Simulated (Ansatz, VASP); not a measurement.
Two plane-wave programs on Ga2O3

```
Ga O
1.0
     2.52872    1.45996    4.54107
    -2.52872    1.45996    4.54107
     0.00000   -2.91992    4.54107
Ga O
4 6
Direct
  0.35587 0.35587 0.35587
  0.14413 0.14413 0.14413
  0.64413 0.64413 0.64413
  0.85587 0.85587 0.85587
  0.55317 0.94683 0.25000
  0.25000 0.55317 0.94683
  0.94683 0.25000 0.55317
  0.44683 0.05317 0.75000
  0.75000 0.44683 0.05317
  0.05317 0.75000 0.44683
```

Alike in both runs: functional PBE; k mesh 9 × 9 × 9; occupations gaussian, width 0.02 eV; no spin polarisation.

Ansatz relaxed the structure, and its values are those at the end. VASP's run is a single point on that final structure, the one shown.

|  | VASP | Ansatz |
| --- | --- | --- |
| version | VASP 6.6.1 | Ansatz 0.2.0 |
| potentials or method | VASP PAW PBE potentials, release 64 (Ga_d, O), cutoff 520 eV | scalar-relativistic, plane waves, PAW |
| valence electrons in the cell | 88 | 88 |

```tsv
	VASP	Ansatz	Ansatz less VASP
gap on the k mesh at the Fermi level (eV)	2.41	2.42	+0.008
least direct gap on the mesh (eV)	2.63	2.63	+0.008
pressure (GPa)	0.9	0.0	-0.91
rms of the force components (eV/Å)	0.003	0.003	-0.0007
```

The functional is the same, so the differences come from potentials, cutoffs and numerics.
